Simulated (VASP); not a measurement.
Input of a VASP 6.6.1 run:

File INCAR:

```
PREC = Accurate
ENCUT = 520
EDIFF = 1E-6
ISMEAR = 0
SIGMA = 0.1
LREAL = F
LASPH = T
NELM = 150
ALGO = Normal
ISIF = 2
LWAVE = F
LCHARG = F
ISPIN = 2
MAGMOM = 3.31 3.31 3.31 0.1
LORBIT = 11
NUPDOWN = 9.38
LMAXMIX = 4
GGA = PS
NBANDS = 31
```

Contents of KPOINTS:

```
regular mesh
0
Gamma
  12 12 12
```

Contents of POSCAR:

```
Fe3Ge
1.0
    3.6605005200      0.0000000000      0.0000000000
    0.0000000000      3.6605005200      0.0000000000
    0.0000000000      0.0000000000      3.6605005200
Fe Ge
3 1
Direct
    0.0000000000      0.5000000000      0.5000000000
    0.5000000000      0.5000000000      0.0000000000
    0.5000000000      0.0000000000      0.5000000000
    0.0000000000      0.0000000000      0.0000000000
```

Potentials or basis: VASP PAW PBE potentials, release 64 (Fe, Ge_d).

Launch:

```bash
$ cat potpaw_PBE.64/Fe/POTCAR potpaw_PBE.64/Ge_d/POTCAR > POTCAR
$ mpirun -np 1 vasp_std > vasp.out
```

Problem. Estimate the pressure.

Solution. 8.4 GPa.

Caveat: the cell stands under pressure; the PAW data sets were made with another functional, which shifts forces and pressure a little; the total moment is fixed, so each spin has its own Fermi level and the state may be an excited one.
